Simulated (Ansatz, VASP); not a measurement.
WS2 in VASP and in Ansatz

```
CELL_PARAMETERS angstrom
3.18352 0.00000 0.00000
-1.59176 2.75701 0.00000
0.00000 0.00000 16.95058
ATOMIC_POSITIONS crystal
W 0.33333 0.66667 0.00000
S 0.66667 0.33333 0.90800
S 0.66667 0.33333 0.09200
```

Alike in both runs: task single point; functional LDA; k mesh 6 × 6 × 1; occupations gaussian, width 0.1 eV; no spin polarisation.

```csv
,VASP,Ansatz
version,VASP 6.6.1,Ansatz 0.2.0
potentials or method,"VASP PAW LDA potentials, release 64 (W_sv, S), cutoff 500 eV","scalar-relativistic, plane waves, PAW"
valence electrons in the cell,26,26
```

```csv
,VASP,Ansatz,Ansatz less VASP
gap on the k mesh at the Fermi level (eV),1.78,1.77,-0.016
least direct gap on the mesh (eV),1.78,1.77,-0.011
rms of the force components (eV/Å),0.166,0.188,+0.0217
```

LDA's correlation is that of Perdew and Zunger in VASP and of Perdew and Wang (1992) in Ansatz. Atom by atom the forces differ by 0.022 eV/Å (rms over components).

Spin-orbit coupling is off throughout.
